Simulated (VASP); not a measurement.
# Be (P6_3/mmc) in VASP: a series of runs

Runs on Be. Level: LDA. Tasks: single point, relaxation of cell and atoms.

All numbers are computed with VASP 6.6.1; they aren't measurements. Logs are shortened: lines on timing, memory, paths and dates and some standing lists are left out, and cuts for length are marked.

## (1) The cell of the first run

Symmetry: P6_3/mmc, No. 194, hexagonal system. Conventional cell: a = 2.226 Å, b = 2.226 Å, c = 3.516 Å, α = 90.00°, β = 90.00°, γ = 120.00°. Within 2.9 Å of Be (site symmetry -6m2) lie 12 Be at 2.18 to 2.23 Å.

## (2) Single point, LDA

INCAR

```
PREC = Accurate
ENCUT = 600
EDIFF = 1E-6
ISMEAR = 0
SIGMA = 0.1
LREAL = False
LASPH = True
NELM = 120
ALGO = Normal
ISIF = 2
LWAVE = False
LCHARG = True
GGA = CA
LELF = True
LVHAR = True
NBANDS = 9
GGA_COMPAT = False
```

KPOINTS

```
Automatic mesh
0
Gamma
  21 21 12
```

POSCAR

```
Be
1.0
    2.2260579411      0.0000000000      0.0000000000
   -1.1130289706      1.9278227273      0.0000000000
    0.0000000000      0.0000000000      3.5163051786
Be
2
Direct
    0.3333333333      0.6666666667      0.2500000000
    0.6666666667      0.3333333333      0.7500000000
```

Potentials or basis: VASP PAW LDA potentials, release 64 (Be).

The run is started by

```bash
cat potpaw_LDA.64/Be/POTCAR > POTCAR
mpirun -np 1 vasp_std > vasp.out
```

OUTCAR:

```text
PREC = Accurate
   ENCUT = 600
   EDIFF = 1E-6
   ISMEAR = 0
   LREAL = False
   LASPH = True
   NELM = 120
   ISIF = 2
   GGA = CA

 ion  position               nearest neighbor table
   1  0.333  0.667  0.250-   2 2.18   2 2.18   2 2.18   2 2.18   2 2.18   2 2.18
   2  0.667  0.333  0.750-   1 2.18   1 2.18   1 2.18   1 2.18   1 2.18   1 2.18

  LATTYP: Found a hexagonal cell.
 ALAT       =     2.2260579411
 C/A-ratio  =     1.5796108060

  Lattice vectors:

 A1 = (   2.2260579411,   0.0000000000,   0.0000000000)
 A2 = (  -1.1130289706,   1.9278227273,   0.0000000000)
 A3 = (   0.0000000000,   0.0000000000,   3.5163051786)

Analysis of symmetry for initial positions (statically):
=====================================================================
 Subroutine PRICEL returns:
 Original cell was already a primitive cell.

 Routine SETGRP: Setting up the symmetry group for a
 hexagonal supercell.

 Subroutine GETGRP returns: Found 24 space group operations
 (whereof 12 operations were pure point group operations)
 out of a pool of 24 trial point group operations.

The static configuration has the point symmetry D_3d.
 The point group associated with its full space group is D_6h.

Analysis of symmetry for dynamics (positions and initial velocities):
=====================================================================
 Subroutine PRICEL returns:
 Original cell was already a primitive cell.

 Routine SETGRP: Setting up the symmetry group for a
 hexagonal supercell.

 Subroutine GETGRP returns: Found 24 space group operations
 (whereof 12 operations were pure point group operations)
 out of a pool of 24 trial point group operations.

The dynamic configuration has the point symmetry D_3d.
 The point group associated with its full space group is D_6h.

 Subroutine INISYM returns: Found 24 space group operations
 (whereof 12 operations are pure point group operations),
 and found     1 'primitive' translations

----------------------------------------------------------------------------------------

                                     Primitive cell

  volume of cell :      15.0900

  direct lattice vectors                    reciprocal lattice vectors
     2.226057941  0.000000000  0.000000000     0.449224605  0.259359947  0.000000000
    -1.113028971  1.927822727  0.000000000     0.000000000  0.518719894  0.000000000
     0.000000000  0.000000000  3.516305179     0.000000000  0.000000000  0.284389423

  length of vectors
     2.226057941  2.226057941  3.516305179     0.518719894  0.518719894  0.284389423

  position of ions in fractional coordinates (direct lattice)
     0.333333333  0.666666667  0.250000000
     0.666666667  0.333333333  0.750000000

  ion indices of the primitive-cell ions
   primitive index   ion index
                 1           1
                 2           2

----------------------------------------------------------------------------------------

 KPOINTS: Automatic mesh

Automatic generation of k-mesh.
 Grid dimensions read from file:
 generate k-points for:   21   21   12

 Generating k-lattice:

  Cartesian coordinates                     Fractional coordinates (reciprocal lattice)
     0.021391648  0.012350474  0.000000000     0.047619048  0.000000000  0.000000000
     0.000000000  0.024700947  0.000000000     0.000000000  0.047619048  0.000000000
     0.000000000  0.000000000  0.023699119     0.000000000  0.000000000  0.083333333

  Length of vectors
     0.024700947  0.024700947  0.023699119

  Shift w.r.t. Gamma in fractional coordinates (k-lattice)
     0.000000000  0.000000000  0.000000000

 Subroutine IBZKPT returns following result:
 ===========================================

 Found    336 irreducible k-points:

 Following reciprocal coordinates:
            Coordinates               Weight
  0.000000  0.000000  0.000000      1.000000
  0.047619  0.000000  0.000000      6.000000
  0.095238  0.000000  0.000000      6.000000
  0.142857  0.000000  0.000000      6.000000
  0.190476  0.000000  0.000000      6.000000
  0.238095 -0.000000  0.000000      6.000000
[... 16 lines left out ...]
  0.142857  0.095238  0.000000     12.000000
  0.190476  0.095238  0.000000     12.000000
 [... further k-points ...]
   k-points           NKPTS =    336   k-points in BZ     NKDIM =    336   number of bands    NBANDS=      9
   number of dos      NEDOS =    301   number of ions     NIONS =      2
   total plane-waves  NPLWV =   9072
   dimension x,y,z NGX =    18 NGY =   18 NGZ =   28
   dimension x,y,z NGXF=    36 NGYF=   36 NGZF=   56
   ions per type =               2
   NGX,Y,Z   is equivalent  to a cutoff of  13.44, 13.44, 13.24 a.u.
   NGXF,Y,Z  is equivalent  to a cutoff of  26.89, 26.89, 26.48 a.u.
 SYSTEM =  unknown system
   PREC   = accura    normal or accurate (medium, high low for compatibility)
   ISTART =      0    job   : 0-new  1-cont  2-samecut
   ICHARG =      2    charge: 1-file 2-atom 10-const
   ISPIN  =      1    spin polarized calculation?
   LNONCOLLINEAR =      F non collinear calculations
   LSORBIT =      F    spin-orbit coupling
   LASPH  =      T    aspherical Exc in radial PAW
   ENCUT  =  600.0 eV  44.10 Ry    6.64 a.u.   4.45  4.45  7.02*2*pi/ulx,y,z
   NELM   =    120;   NELMIN=  2; NELMDL= -5     # of ELM steps
   EDIFF  = 0.1E-05   stopping-criterion for ELM
   LREAL  =      F    real-space projection
   EDIFFG = 0.1E-04   stopping-criterion for IOM
   NSW    =      0    number of steps for IOM
   IBRION =     -1    ionic relax: 0-MD 1-quasi-New 2-CG
   NFREE  =      0    steps in history (QN), initial steepest desc. (CG)
   ISIF   =      2    stress and relaxation
   ISYM   =      2    0-nonsym 1-usesym 2-fastsym
   POTIM  = 0.5000    time-step for ionic-motion
   TEBEG  =    0.0;   TEEND  =   0.0 temperature during run
   PSTRESS=    0.0 pullay stress
   NELECT =       4.0000    total number of electrons
   NUPDOWN=      -1.0000    fix difference up-down
   EMIN   =  10.00;   EMAX   =-10.00  energy-range for DOS
   EFERMI =   0.00;   METHOD = LEGACY
   ISMEAR =     0;   SIGMA  =   0.10  broadening in eV -4-tet -1-fermi 0-gaus
   EFERMI_NEDOS =   21; number of points for ismear=-14 and -15
   IALGO  =     38    algorithm
   IMIX   =      4    mixing-type and parameters
     AMIX     =   0.40;   BMIX     =  1.00
     AMIX_MAG =   1.60;   BMIX_MAG =  1.00
  volume/ion in A,a.u.               =       7.55        50.92
  Fermi-wavevector in a.u.,A,eV,Ry     =   1.051634  1.987301 15.047158  1.105935
  Thomas-Fermi vector in A             =   2.186685
   LORBIT       =      0    0 simple, 1 ext, 2 COOP (PROOUT), +10 PAW based schemes
   GGA     = CA    functional components
   LHFCALC =     F    Hartree Fock is set to
   AEXX    =    0.0000 exact exchange contribution
   IVDW    =     0    specifies the selected vdW correction
   LEPSILON=     F    determine dielectric tensor
   LRPA    =     F    only Hartree local field effects (RPA)
 non-spin polarized calculation
 Gauss-broadening in eV      SIGMA  =   0.10
  energy-cutoff  :      600.00
  volume of cell :       15.09
 maximum number of plane-waves:       537
 NGX is ok and might be reduce to    18
   NGX =  9   NGY =  9   NGZ = 15

 number of electron       4.0000000 magnetization

 Free energy of the ion-electron system (eV)
  ---------------------------------------------------
  ext. energy  EPLUGINS =         0.00000000
  ---------------------------------------------------
  free energy    TOTEN  =        -8.41652996 eV

  energy without entropy =       -8.41513932  energy(sigma->0) =       -8.41583464

 E-fermi :   7.1919     XC(G=0): -10.7762

 val. band max:        7.1791640845   @ k =   0.3333   0.0476   0.0000
 cond. band min:       7.2287618491   @ k =   0.3333   0.2857   0.0833
 fundamental gap:      0.0495977646
 Fermi energy:         7.1919295316

 k-point     1 :       0.0000    0.0000    0.0000
  band No.  band energies     occupation
      1      -4.2994      2.00000
      2       2.5150      2.00000
      3       8.4924      0.00000
      4      23.5433      0.00000
      5      23.5433      0.00000
      6      26.4537      0.00000
      7      26.4537      0.00000
      8      28.4348      0.00000
      9      35.2122      0.00000

 k-point     2 :       0.0476    0.0000    0.0000
  band No.  band energies     occupation
      1      -4.2341      2.00000
      2       2.6032      2.00000
      3       8.5063      0.00000
      4      23.0014      0.00000
      5      23.1128      0.00000
      6      26.4662      0.00000
      7      26.6813      0.00000
      8      28.3181      0.00000
      9      33.9422      0.00000

 k-point     3 :       0.0952    0.0000    0.0000
  band No.  band energies     occupation
      1      -4.0383      2.00000
      2       2.8677      2.00000
      3       8.5450      0.00000
      4      21.6091      0.00000
      5      22.1855      0.00000
      6      26.4560      0.00000
      7      26.9745      0.00000
      8      27.9225      0.00000
      9      32.0921      0.00000

 k-point     4 :       0.1429    0.0000    0.0000
  band No.  band energies     occupation
      1      -3.7116      2.00000
      2       3.3079      2.00000
      3       8.5966      0.00000
      4      19.7854      0.00000
      5      21.1426      0.00000
      6      26.3211      0.00000
      7      26.9687      0.00000
      8      27.1218      0.00000
      9      30.1661      0.00000
[... 205 lines left out ...]
 k-point    22 :       0.0952    0.0952    0.0000
  band No.  band energies     occupation
      1      -3.5152      2.00000
      2       3.5715      2.00000
      3       8.6296      0.00000
      4      19.2726      0.00000
      5      20.0103      0.00000
      6      26.2920      0.00000
      7      26.6207      0.00000
      8      26.6809      0.00000
      9      30.9745      0.00000

 k-point    23 :       0.1429    0.0952    0.0000
  band No.  band energies     occupation
      1      -3.0567      2.00000
      2       4.1853      2.00000
      3       8.6719      0.00000
      4      17.4863      0.00000
      5      18.9653      0.00000
      6      25.4669      0.00000
      7      25.7423      0.00000
      8      26.0770      0.00000
      9      30.3119      0.00000

 k-point    24 :       0.1905    0.0952    0.0000
  band No.  band energies     occupation
      1      -2.4665      2.00000
      2       4.9711      2.00000
      3       8.6489      0.00000
      4      15.6944      0.00000
      5      18.0419      0.00000
      6      23.8268      0.00000
      7      24.6547      0.00000
      8      25.5885      0.00000
      9      29.7056      0.00000

 [... further k-points ...]
[... 5 lines left out ...]
  --------------------------------------------------------------------------------------
  -------------------------------------------------------------------------------------
  Total        0.0461582      0.0461582      0.0445080     -0.0000000      0.0000000     -0.0000000
  in kB        4.9008309      4.9008309      4.7256207     -0.0000000      0.0000000     -0.0000000
  external PRESSURE =       4.8424275 kB  Pullay stress =       0.0000000 kB

 VOLUME and BASIS-vectors are now :
 -----------------------------------------------------------------------------
  energy-cutoff  :      600.00
  volume of cell :       15.09
      direct lattice vectors                 reciprocal lattice vectors
     2.226057941  0.000000000  0.000000000     0.449224605  0.259359947  0.000000000
    -1.113028971  1.927822727  0.000000000     0.000000000  0.518719894  0.000000000
     0.000000000  0.000000000  3.516305179     0.000000000  0.000000000  0.284389423

 POSITION                                       TOTAL-FORCE (eV/Angst)
 -----------------------------------------------------------------------------------
     -0.00000      1.28522      0.87908         0.000000      0.000000      0.000000
      1.11303      0.64261      2.63723        -0.000000     -0.000000      0.000000
 -----------------------------------------------------------------------------------
    total drift:                                0.000000     -0.000000      0.000000

  FREE ENERGIE OF THE ION-ELECTRON SYSTEM (eV)
  ---------------------------------------------------
  free  energy   TOTEN  =        -8.4165299608 eV

  energy  without entropy=       -8.4151393156  energy(sigma->0) =       -8.41583464
```

It took 61 s on 1 thread of AMD EPYC 7R13, shared host; peak memory 0.12 GiB.

What came out:

- Free energy: -8.4165 eV
- Pressure: 0.5 GPa
- Band gap on the k mesh: zero (bands 2 and 3 overlap by 2.12 eV)

Levels at points of the mesh, in eV from the Fermi level:
```tsv
k point	band 1	band 2	band 3	band 4	band 5
(0.00, 0.00, 0.00)	-11.49	-4.68	1.30	16.35	16.35
(0.00, 0.00, 0.50)	-9.34	-9.34	10.92	10.92	18.02
```

## (3) Relaxation of cell and atoms, LDA

This run uses another cell than the first one, of 7.43 Å³/atom.

INCAR

```
SYSTEM = Be
PREC     = Accurate       ! precision mode
ENCUT    = 600            ! plane-wave cutoff, eV
EDIFF    = 1E-7           ! SCF threshold, eV
ISMEAR   = 0              ! smearing method
SIGMA    = 0.1            ! smearing width, eV
LREAL    = .FALSE.        ! projectors in reciprocal space
LASPH    = .TRUE.         ! aspherical terms in the spheres
NELM     = 120            ! most SCF steps
ALGO     = Normal         ! electronic algorithm
ISIF     = 3              ! what is computed and relaxed
LWAVE    = .FALSE.        ! write WAVECAR
LCHARG   = .FALSE.        ! write CHGCAR
IBRION   = 2              ! ionic algorithm
NSW      = 70             ! ionic steps
EDIFFG   = -0.005         ! ionic threshold
GGA_COMPAT= .FALSE.      
NELMIN   = 4
```

KPOINTS

```
Automatic mesh
0
G
  21 21 12
  0 0 0
```

POSCAR

```
Be
1.0
    2.2142215394      0.0000000000      0.0000000000
   -1.1071107697      1.9175721027      0.0000000000
    0.0000000000      0.0000000000      3.5000027207
Be
2
Direct
    0.3333333333      0.6666666667      0.2500000000
    0.6666666667      0.3333333333      0.7500000000
```

Potentials or basis: VASP PAW LDA potentials, release 64 (Be).

The run is started by

```bash
cat potpaw_LDA.64/Be/POTCAR > POTCAR
mpirun -np 1 vasp_std > vasp.out
```

OUTCAR:

```text
SYSTEM = Be
   PREC = Accurate
   ENCUT = 600
   EDIFF = 1E-7
   ISMEAR = 0
   LREAL = .FALSE.
   LASPH = .TRUE.
   NELM = 120
   ISIF = 3
   IBRION = 2
   NSW = 70
   EDIFFG = -0.005
   NELMIN = 4

 ion  position               nearest neighbor table
   1  0.333  0.667  0.250-   2 2.17   2 2.17   2 2.17   2 2.17   2 2.17   2 2.17
   2  0.667  0.333  0.750-   1 2.17   1 2.17   1 2.17   1 2.17   1 2.17   1 2.17

  LATTYP: Found a hexagonal cell.
 ALAT       =     2.2142215394
 C/A-ratio  =     1.5806922019

  Lattice vectors:

 A1 = (   2.2142215394,   0.0000000000,   0.0000000000)
 A2 = (  -1.1071107697,   1.9175721027,   0.0000000000)
 A3 = (   0.0000000000,   0.0000000000,   3.5000027207)

[... 289 lines left out ...]
  ---------------------------------------------------
  ext. energy  EPLUGINS =         0.00000000
  ---------------------------------------------------
  free energy    TOTEN  =        -8.41661161 eV

  energy without entropy =       -8.41521343  energy(sigma->0) =       -8.41591252

 E-fermi :   7.1614     XC(G=0): -10.7639

 val. band max:        7.1492608937   @ k =   0.3333   0.0476   0.0000
 cond. band min:       7.1970311574   @ k =   0.3333   0.2857   0.0833
 fundamental gap:      0.0477702637
 Fermi energy:         7.1614028242

 k-point     1 :       0.0000    0.0000    0.0000
  band No.  band energies     occupation
      1      -4.3101      2.00000
      2       2.4993      2.00000
      3       8.4504      0.00000
      4      23.4629      0.00000
      5      23.4629      0.00000
      6      26.3661      0.00000
[... 199 lines left out ...]
 k-point    24 :       0.1905    0.0952    0.0000
  band No.  band energies     occupation
      1      -2.4796      2.00000
      2       4.9489      2.00000
      3       8.6129      0.00000
      4      15.6370      0.00000
      5      17.9752      0.00000
      6      23.7506      0.00000

 [... further k-points ...]
[... 5 lines left out ...]
  --------------------------------------------------------------------------------------
  -------------------------------------------------------------------------------------
  Total        0.0009295      0.0009295     -0.0023337     -0.0000000      0.0000000      0.0000000
  in kB        0.0983238      0.0983238     -0.2468698     -0.0000000      0.0000000      0.0000000
  external PRESSURE =      -0.0167407 kB  Pullay stress =       0.0000000 kB
[... 17 lines left out ...]
  FREE ENERGIE OF THE ION-ELECTRON SYSTEM (eV)
  ---------------------------------------------------
  free  energy   TOTEN  =        -8.4166116086 eV

  energy  without entropy=       -8.4152134346  energy(sigma->0) =       -8.41591252

 reached required accuracy - stopping structural energy minimisation
```

OSZICAR:

```text
N       E                     dE             d eps       ncg     rms          rms(c)
DAV:   1    -0.314880145815E+01   -0.31488E+01   -0.19910E+03  4056   0.620E+02
DAV:   2    -0.844917119272E+01   -0.53004E+01   -0.50071E+01  6078   0.600E+01
DAV:   3    -0.847468475033E+01   -0.25514E-01   -0.25277E-01  5142   0.452E+00
[... 20 lines left out ...]
   3 F= -.84166035E+01 E0= -.84159065E+01  d E =-.224283E-02
       N       E                     dE             d eps       ncg     rms          rms(c)
DAV:   1    -0.841661178460E+01   -0.82465E-05   -0.87279E-05  5136   0.627E-02    0.363E-03
DAV:   2    -0.841661168536E+01    0.99246E-07   -0.36938E-07  4536   0.546E-03    0.220E-03
DAV:   3    -0.841661160774E+01    0.77614E-07   -0.50081E-08  3906   0.123E-03    0.297E-05
DAV:   4    -0.841661160863E+01   -0.89386E-09   -0.67375E-10  2370   0.244E-04
   4 F= -.84166116E+01 E0= -.84159125E+01  d E =-.807255E-05
```

CONTCAR:

```text
Be
   1.00000000000000
     2.2288836078909471   -0.0000000000000000    0.0000000000000000
    -1.1144418039454735    1.9302698264846494   -0.0000000000000000
     0.0000000000000000    0.0000000000000000    3.5203550326397925
  Be
     2
Direct
     0.3333333332999970    0.6666666667000030    0.2500000000000000
     0.6666666667000030    0.3333333332999970    0.7500000000000000

  0.00000000E+00  0.00000000E+00  0.00000000E+00
  0.00000000E+00  0.00000000E+00  0.00000000E+00
```

Wall time 78 s (1 thread of AMD EPYC 7R13, shared host); peak memory 0.11 GiB.

Results:

```yaml
Free_energy: -8.4166 eV
Relaxed_volume: 7.57 Å³/atom
Relaxed_cell: a = 2.229 Å, b = 2.229 Å, c = 3.520 Å, α = 90.00°, β = 90.00°, γ = 120.00°
Space_group_after_relaxing_to_0.1_Å: P6_3/mmc (No. 194)
Energy_gained_by_relaxing: 1.1 meV/atom
Ionic_steps: 4
Pressure_after_relaxing: 0.0 GPa
Band_gap_on_the_k_mesh: zero (bands 2 and 3 overlap by 2.11 eV)
```

Step by step:
| step | energy change (eV) | largest force (eV/Å) | pressure (GPa) | volume (Å³) |
| --- | --- | --- | --- | --- |
| 1 | 0.0000 | 0.0000 | 2.57 | 14.86 |
| 2 | -0.0022 | 0.0000 | 0.23 | 15.12 |
| 3 | -0.0022 | 0.0000 | 0.00 | 15.14 |
| 4 | -0.0023 | 0.0000 | 0.00 | 15.15 |

Final structure:
```
CELL_PARAMETERS angstrom
2.22888 0.00000 0.00000
-1.11444 1.93027 0.00000
0.00000 0.00000 3.52036
ATOMIC_POSITIONS crystal
Be 0.33333 0.66667 0.25000
Be 0.66667 0.33333 0.75000
```

Levels at points of the mesh, in eV from the Fermi level:
| k point | band 1 | band 2 | band 3 | band 4 | band 5 | band 6 |
| --- | --- | --- | --- | --- | --- | --- |
| (0.00, 0.00, 0.00) | -11.47 | -4.66 | 1.29 | 16.30 | 16.30 | 19.20 |
| (0.00, 0.00, 0.50) | -9.32 | -9.32 | 10.90 | 10.90 | 17.96 | 17.96 |
